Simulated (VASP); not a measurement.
A run of VASP 6.6.1 is set up as follows.

Contents of INCAR:

```
ALGO = Normal
EDIFF = 1E-7
EDIFFG = -0.005
ENCUT = 600
IBRION = 2
ISIF = 3
ISMEAR = -1
LASPH = True
LCHARG = False
LREAL = False
LWAVE = False
NELM = 100
NSW = 32
PREC = Accurate
PSTRESS = 780.0
SIGMA = 0.08
```

File KPOINTS:

```
k-points
0
Gamma
  18 18 10
```

Contents of POSCAR:

```
Zn
1.0
    2.3882444435      0.0000000000      0.0000000000
   -1.1941222218      2.0682803585      0.0000000000
    0.0000000000      0.0000000000      3.9066821612
Zn
2
Direct
    0.3333333333      0.6666666667      0.2500000000
    0.6666666667      0.3333333333      0.7500000000
```

Potentials or basis: VASP PAW LDA potentials, release 64 (Zn).

Run with:

```sh
$ cat potpaw_LDA.64/Zn/POTCAR > POTCAR
$ mpirun -np 1 vasp_std > vasp.out
```

(1) Estimate the space group after relaxing (to 0.1 Å).

(2) What does it give for the relaxed volume?

(3) What does it give for the relaxed cell?

(4) Predict the band gap on the k mesh.

Answers

(1) P6_3/mmc (No. 194).

(2) 9.70 Å³/atom.

(3) a = 2.392 Å, b = 2.392 Å, c = 3.913 Å, α = 90.00°, β = 90.00°, γ = 120.00°.

(4) zero (bands 12 and 13 overlap by 2.79 eV).

Caveat: the cell is relaxed towards a set pressure, so the run minimises the enthalpy, not the energy.
